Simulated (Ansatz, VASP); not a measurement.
## Two plane-wave programs on Ga

INCAR

```
SYSTEM = Ga
PREC     = Accurate       ! precision mode
ENCUT    = 520            ! plane-wave cutoff, eV
EDIFF    = 1E-6           ! SCF threshold, eV
ISMEAR   = -1             ! smearing method
SIGMA    = 0.05           ! smearing width, eV
LREAL    = .FALSE.        ! projectors in reciprocal space
LASPH    = .TRUE.         ! aspherical terms in the spheres
NELM     = 100            ! most SCF steps
ALGO     = Fast           ! electronic algorithm
ISIF     = 2              ! what is computed and relaxed
LWAVE    = .FALSE.        ! write WAVECAR
LCHARG   = .TRUE.         ! write CHGCAR
LELF     = .TRUE.         ! ELF
LVHAR    = .TRUE.       
NBANDS   = 34             ! bands
```

The input KPOINTS:

```
regular mesh
0
G
  7 7 6
  0 0 0
```

File POSCAR:

```
Ga
1.0
    2.2153339849     -3.7523045894      0.0000000000
    2.2153339849      3.7523045894      0.0000000000
    0.0000000000      0.0000000000      4.4316475558
Ga
4
Direct
    0.3451000000      0.6549000000      0.4190000000
    0.1549000000      0.8451000000      0.9190000000
    0.6549000000      0.3451000000      0.5810000000
    0.8451000000      0.1549000000      0.0810000000
```

The input input.yaml:

```yaml
crystal:
  lattice:
    - [2.2153339849, -3.7523045894, 0.0]
    - [2.2153339849, 3.7523045894, 0.0]
    - [0.0, 0.0, 4.4316475558]
  atoms:
    - { symbol: Ga, position: [0.3451, 0.6549, 0.419] }
    - { symbol: Ga, position: [0.1549, 0.8451, 0.919] }
    - { symbol: Ga, position: [0.6549, 0.3451, 0.581] }
    - { symbol: Ga, position: [0.8451, 0.1549, 0.081] }
hamiltonian:
  xc: lda
  pseudopotentials: { kind: paw }
kpoints:
  mp_grid: { grid: [7, 7, 6] }
scf:
  occupations: { method: fermi_dirac, width: 0.05 }
output:
  forces: true
  stress: true
  eigenvalues: true
```

Alike in both runs: task single point; functional LDA; k mesh 7 × 7 × 6; occupations fermi-dirac, width 0.05 eV; no spin polarisation.

```csv
,VASP,Ansatz
version,VASP 6.6.1,Ansatz 0.2.0
potentials or method,"VASP PAW LDA potentials, release 64 (Ga_d)",Ansatz PAW
plane-wave cutoff (eV),520,420
valence electrons in the cell,52,52
```

|  | VASP | Ansatz | Ansatz less VASP |
| --- | --- | --- | --- |
| gap on the k mesh at the Fermi level (eV) | none | none | - |
| pressure (GPa) | 0.0 | -0.2 | -0.20 |
| traceless stress, the component that is largest in VASP (GPa) | -1.19 | -1.14 | +0.045 |
| rms of the force components (eV/Å) | 0.086 | 0.085 | -0.0006 |

LDA's correlation is that of Perdew and Zunger in VASP and of Perdew and Wang (1992) in Ansatz. Atom by atom the forces differ by 0.001 eV/Å (rms over components). A gap of «none» marks a metal or a gap that the smearing closes.
